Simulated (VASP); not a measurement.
The system is RbNa3Te2.

```xyz
6
Lattice="3.1584 1.8235 5.2501 -3.1584 1.8235 5.2501 0.0000 -3.6470 5.2501" Properties=species:S:1:pos:R:3 pbc="T T T"
Rb    0.0000    0.0000    7.8751
Na   -1.5792   -0.9118    5.2501
Na    0.0000    1.8235    5.2501
Na    1.5792   -0.9118    5.2501
Te    0.0000    0.0000    1.9379
Te    0.0000    0.0000   13.8123
```

The cell was built from a structure type or drawn by symmetry, and may not be a known phase.

```yaml
Program: VASP 6.6.1
Task: relaxation of cell and atoms
Functional: PBE
Potentials_or_basis: VASP PAW PBE potentials, release 64 (Rb_sv, Na_pv, Te)
Cutoff: 600 eV
k_mesh: 6 × 6 × 6
Occupations: gaussian, width 0.1 eV
Spin: no spin polarisation
```

At the start: pressure 1.2 GPa; volume 30.24 Å³/atom.

How do energy, volume and symmetry change on relaxing?

Over 36 steps the energy falls by 243.0 meV/atom and the volume is 37.11 Å³/atom (+22.7 %); space group R-3m (No. 166, to 0.1 Å) before and after.

The path:
| step | energy change (eV) | largest force (eV/Å) | pressure (GPa) | volume (Å³) |
| --- | --- | --- | --- | --- |
| 1 | 0.0000 | 0.2984 | 1.17 | 181.42 |
| 2 | -0.0389 | 0.2495 | 0.53 | 187.29 |
| 3 | -0.0542 | 0.1883 | -0.25 | 196.34 |
| 4 | -0.0549 | 0.1970 | -0.13 | 194.82 |
| 5 | -0.0627 | 0.1961 | -0.12 | 194.85 |
| 6 | -0.0887 | 0.1852 | -0.09 | 194.92 |
| 7 | -0.1486 | 0.1335 | 0.04 | 194.98 |
| 8 | -0.2762 | 0.0485 | 0.49 | 194.72 |
| 9 | -0.3838 | 0.6071 | 2.54 | 192.82 |
| 10 | -0.3963 | 0.3025 | 1.80 | 193.56 |
| 11 | -0.3978 | 0.4509 | 2.18 | 193.18 |
| 12 | -0.3994 | 0.4582 | 2.19 | 193.26 |
| 13 | -0.4040 | 0.4806 | 2.22 | 193.50 |
| 14 | -0.4117 | 0.5286 | 2.28 | 193.96 |
| 15 | -0.4214 | 0.6317 | 2.42 | 194.88 |
| 16 | -0.4145 | 0.8701 | 2.75 | 196.63 |
| 17 | -0.4219 | 0.7327 | 2.56 | 195.66 |
| 18 | -0.4368 | 0.7279 | 2.50 | 196.41 |
| 19 | -0.4798 | 0.7155 | 2.30 | 198.67 |
| 20 | -0.5582 | 0.6925 | 1.92 | 203.21 |
| 21 | -0.6872 | 0.6579 | 1.27 | 212.38 |
| 22 | -0.8520 | 0.6331 | 0.29 | 231.03 |
| 23 | -0.8959 | 0.6290 | -0.93 | 269.61 |
| 24 | -0.9149 | 0.6395 | -0.65 | 259.71 |
| 25 | -1.0278 | 0.6483 | -0.74 | 260.09 |
| 26 | -1.2225 | 0.3369 | -1.35 | 259.70 |
| 27 | -1.3411 | 0.3146 | -0.82 | 244.03 |
| 28 | -1.3811 | 0.2835 | -0.22 | 230.90 |
| 29 | -1.3813 | 0.2799 | -0.15 | 229.57 |
| 30 | -1.4109 | 0.3158 | 0.04 | 226.90 |
| 31 | -1.4285 | 0.3981 | 0.40 | 221.41 |
| 32 | -1.4469 | 0.2441 | 0.21 | 222.23 |
| 33 | -1.4563 | 0.0196 | -0.05 | 223.52 |
| 34 | -1.4564 | 0.0371 | -0.03 | 223.41 |
| 35 | -1.4578 | 0.0157 | -0.03 | 223.03 |
| 36 | -1.4582 | 0.0056 | -0.01 | 222.65 |

Final structure:
```
Rb Na Te
1.0
     2.76854    1.59842    8.38571
    -2.76854    1.59842    8.38571
     0.00000   -3.19683    8.38571
Rb Na Te
1 3 2
Direct
  0.50000 0.50000 0.50000
  0.00000 0.50000 0.50000
  0.50000 0.50000 0.00000
  0.50000 0.00000 0.50000
  0.07797 0.07797 0.07797
  0.92203 0.92203 0.92203
```

Caveat: the volume moved by over 15 % at a fixed basis, so the end points are rough.
